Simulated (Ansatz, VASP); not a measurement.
## Two plane-wave programs on GaSb3

File INCAR:

```
PREC = Accurate
ENCUT = 520
EDIFF = 1E-6
ISMEAR = 0
SIGMA = 0.15
LREAL = False
LASPH = True
NELM = 80
ALGO = Normal
ISIF = 2
LWAVE = False
LCHARG = False
GGA = PE
IVDW = 12
NBANDS = 22
```

File KPOINTS:

```
regular mesh
0
Gamma
  12 12 12
```

File POSCAR:

```
GaSb3
1.0
    0.0000000000      3.6478901005      3.6478901005
    3.6478901005      0.0000000000      3.6478901005
    3.6478901005      3.6478901005      0.0000000000
Ga Sb
1 3
Direct
    0.0000000000      0.0000000000      0.0000000000
    0.2362934467      0.2637065533      0.2362934467
    0.7362934467      0.7637065533      0.7362934467
    0.4862934467      0.5137065533      0.4862934467
```

Input for Ansatz:

```yaml
crystal:
  lattice:
    - [0.0, 3.6478901005, 3.6478901005]
    - [3.6478901005, 0.0, 3.6478901005]
    - [3.6478901005, 3.6478901005, 0.0]
  atoms:
    - { symbol: Ga, position: [0.0, 0.0, 0.0] }
    - { symbol: Sb, position: [0.2362934467, 0.2637065533, 0.2362934467] }
    - { symbol: Sb, position: [0.7362934467, 0.7637065533, 0.7362934467] }
    - { symbol: Sb, position: [0.4862934467, 0.5137065533, 0.4862934467] }
basis:
  ecutwfc: 420
kpoints:
  mp_grid: { grid: [12, 12, 12] }
hamiltonian:
  xc: pbe
  dispersion: d3bj
scf:
  occupations: { method: gaussian, width: 0.15 }
output:
  forces: true
  stress: true
  eigenvalues: true
```

Change from the starting cell: all Sb atoms moved -0.100 Å, as atom 2 along Cartesian [0 1 0].

Alike in both runs: task single point; functional PBE; dispersion D3(BJ); k mesh 12 × 12 × 12; occupations gaussian, width 0.15 eV; no spin polarisation.

```csv
,VASP,Ansatz
version,VASP 6.6.1,Ansatz 0.2.0
potentials or method,"VASP PAW PBE potentials, release 64 (Ga_d, Sb), cutoff 520 eV","scalar-relativistic, plane waves, PAW"
valence electrons in the cell,28,58
```

```csv
,VASP,Ansatz,Ansatz less VASP
gap on the k mesh at the Fermi level (eV),none,none,-
pressure (GPa),0.4,0.4,+0.08
rms of the force components (eV/Å),0.063,0.062,-0.0004
```

Atom by atom the forces differ by 0.001 eV/Å (rms over components). A gap of «none» marks a metal or a gap that the smearing closes. VASP's potentials hold 28 valence electrons a cell and Ansatz's 58, so a difference there can come from the potentials and not from the codes.

Neither program's run includes spin-orbit coupling.
